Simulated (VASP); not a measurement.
Wanted: the native input for a VASP 6.6.1 run.

```
Task                   : electric field gradients
Functional             : LDA
Potentials or basis    : VASP PAW LDA potentials, release 64 (K_sv, Cl)
Cutoff                 : 520 eV
k mesh                 : 7 × 7 × 7
Occupations            : fermi-dirac, width 0.03 eV
Spin                   : no spin polarisation
Dipole correction      : no
Further INCAR settings : ALGO = Normal; EDIFF = 1e-08; NBANDS = 15
```

The structure of KCl lies in POSCAR:

```
KCl
1.0
    0.0000000000      3.1245390000      3.1561000000
    3.1245390000      0.0000000000      3.1561000000
    3.1245390000      3.1245390000      0.0000000000
K Cl
1 1
Direct
    0.0000000000      0.0000000000      0.0000000000
    0.5000000000      0.5000000000      0.5000000000
```

This cell differs from its parent crystal: equal xx and yy strain of -1 %.

The input as run:

INCAR

```
  PREC = Accurate
  ENCUT = 520
  EDIFF = 1E-8
  ISMEAR = -1
  SIGMA = 0.03
  LREAL = False
  LASPH = True
  NELM = 60
  ALGO = Normal
  ISIF = 2
  LWAVE = False
  LCHARG = False
  GGA = CA
  LEFG = True
  NBANDS = 15
```

KPOINTS

```
Automatic mesh
0
Gamma
  7 7 7
```

Potentials or basis: VASP PAW LDA potentials, release 64 (K_sv, Cl).

Command:

```console
$ cat potpaw_LDA.64/K_sv/POTCAR potpaw_LDA.64/Cl/POTCAR > POTCAR
$ mpirun -np 1 vasp_std > vasp.out
```

Results of the run:

The pressure is -1.8 GPa and the band gap on the k mesh is 4.78 eV, direct.

Caveat: the cell differs from its parent crystal (equal xx and yy strain of -1 %); without QUAD_EFG the Cq values of the log hold for a quadrupole moment of 1 mb, not for the nuclei.

It took 83 s on 1 thread of AMD EPYC 7571 (shared host), peak memory 0.15 GiB.
